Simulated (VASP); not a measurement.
Input of a VASP 6.6.1 run:

The input INCAR:

```
SYSTEM = GaAs
ALGO = Normal ; EDIFF = 1E-6
ENCUT = 500 ; GGA = PS
GGA_COMPAT = .False. ; ISIF = 2
ISMEAR = 0 ; LASPH = .True.
LCHARG = .False. ; LREAL = .False.
LWAVE = .False. ; NBANDS = 16
NELM = 120 ; PREC = Accurate
SIGMA = 0.05
```

File KPOINTS:

```
k-points
0
Gamma
  6 6 6
  0 0 0
```

POSCAR

```
GaAs
1.0
    3.2725301770      0.0000000000      0.0000000000
    0.0000000000      3.2725301770      0.0000000000
    0.0000000000      0.0000000000      3.2725301770
Ga As
1 1
Direct
    0.0000000000      0.0000000000      0.0000000000
    0.5000000000      0.5000000000      0.5000000000
```

Potentials or basis: VASP PAW PBE potentials, release 64 (Ga_d, As).

Run with:

```console
$ cat potpaw_PBE.64/Ga_d/POTCAR potpaw_PBE.64/As/POTCAR > POTCAR
$ mpirun -np 1 vasp_std > vasp.out
```

**Question.** Estimate the pressure.

**Answer.** 2.8 GPa.

**Question.** Predict the band gap on the k mesh.

**Answer.** Zero (band 9 reaches 8.07 eV, above the bottom of band 10 at 4.48 eV).

Caveat: the PAW data sets were made with another functional, which shifts forces and pressure a little.
